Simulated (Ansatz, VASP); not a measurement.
# One calculation of BAs, two programs

```
As B
1.0
     0.00000    2.38850    2.38850
     2.38850    0.00000    2.38850
     2.38850    2.38850    0.00000
As B
1 1
Direct
  0.75000 0.75000 0.75000
  0.00000 0.00000 0.00000
```

Alike in both runs: functional PBE-based screened hybrid with a share of 0.25 of exact exchange and HFSCREEN = 0.3; k mesh 6 × 6 × 6; occupations fermi-dirac, width 0.05 eV; no spin polarisation.

```csv
,VASP,Ansatz
version,VASP 6.6.1,Ansatz 0.2.0
potentials or method,"VASP PAW PBE potentials, release 64 (As, B)",Ansatz PAW
plane-wave cutoff (eV),420,420
valence electrons in the cell,8,18
task,single point,band structure
```

```tsv
	VASP	Ansatz	Ansatz less VASP
gap on the k mesh at the Fermi level (eV)	1.78	1.77	-0.007
least direct gap on the mesh (eV)	3.94	3.94	+0.004
```

VASP's potentials were made for PBE, not for PBE-based screened hybrid. VASP's potentials hold 8 valence electrons a cell and Ansatz's 18, so a difference there can come from the potentials and not from the codes.

Noted on Ansatz's run: the k mesh misses the band edges, so the gap on the mesh is wider than the one along the path.
